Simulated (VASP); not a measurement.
A run of VASP 6.6.1:

Contents of INCAR:

```
ALGO     = Normal         # electronic algorithm
EDIFF    = 1E-7           # SCF threshold, eV
ENCUT    = 520            # plane-wave cutoff, eV
GGA      = PE             # functional
ISIF     = 2              # what is computed and relaxed
ISMEAR   = -1             # smearing method
LASPH    = True           # aspherical terms in the spheres
LCHARG   = True           # write CHGCAR
LELF     = True           # ELF
LREAL    = False          # projectors in reciprocal space
LVHAR    = True         
LWAVE    = False          # write WAVECAR
NBANDS   = 10             # bands
NELM     = 100            # most SCF steps
PREC     = Accurate       # precision mode
SIGMA    = 0.1            # smearing width, eV
```

Contents of KPOINTS:

```
k-points
0
Gamma
  17 17 17
```

The input POSCAR:

```
Na
1.0
   -2.0110128284      2.0110128284      2.0110128284
    2.0110128284     -2.0110128284      2.0110128284
    2.0110128284      2.0110128284     -2.0110128284
Na
1
Direct
    0.0000000000      0.0000000000      0.0000000000
```

Potentials or basis: VASP PAW PBE potentials, release 64 (Na_pv).

Run with:

```bash
$ cat potpaw_PBE.64/Na_pv/POTCAR > POTCAR
$ mpirun -np 1 vasp_std > vasp.out
```

Hardware: 1 thread of Intel Xeon 8259CL (shared host).

How long does it take, and how much memory?

Wall time 50 s on 1 thread of Intel Xeon 8259CL, on a shared host, peak memory 0.18 GiB. Counts: scf iterations 9, k points 165.
